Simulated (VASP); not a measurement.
Input of a VASP 6.6.1 run:

INCAR

```
PREC = Accurate ; ENCUT = 520
EDIFF = 1E-7 ; ISMEAR = 0
SIGMA = 0.15 ; LREAL = False
LASPH = True ; NELM = 60
ALGO = Fast ; ISIF = 2
LWAVE = False ; LCHARG = False
GGA = PS ; NBANDS = 17
```

KPOINTS

```
regular mesh
0
Gamma
  15 15 8
```

The input POSCAR:

```
Sr
1.0
    4.3100002207      0.0000000000      0.0000000000
   -2.1550001104      3.7325696814      0.0000000000
    0.0000000000      0.0000000000      6.8385000000
Sr
2
Direct
    0.3333333333      0.6666666667      0.2500000000
    0.6666666667      0.3333333333      0.7500000000
```

Potentials or basis: VASP PAW PBE potentials, release 64 (Sr_sv).

Run with:

```sh
$ cat potpaw_PBE.64/Sr_sv/POTCAR > POTCAR
$ mpirun -np 1 vasp_std > vasp.out
```

Question: Predict the band gap on the k mesh.

Answer: Zero (bands 10 and 11 overlap by 0.30 eV).

Question: Estimate the pressure.

Answer: -0.5 GPa.

Stress tensor (GPa, compression positive):
```
-0.75  0.00  0.00
 0.00 -0.75  0.00
 0.00  0.00 -0.09
```

Caveat: the cell differs from its parent crystal (strain +0.000 along x and y, -0.030 along z); the PAW data sets were made with another functional, which shifts forces and pressure a little.
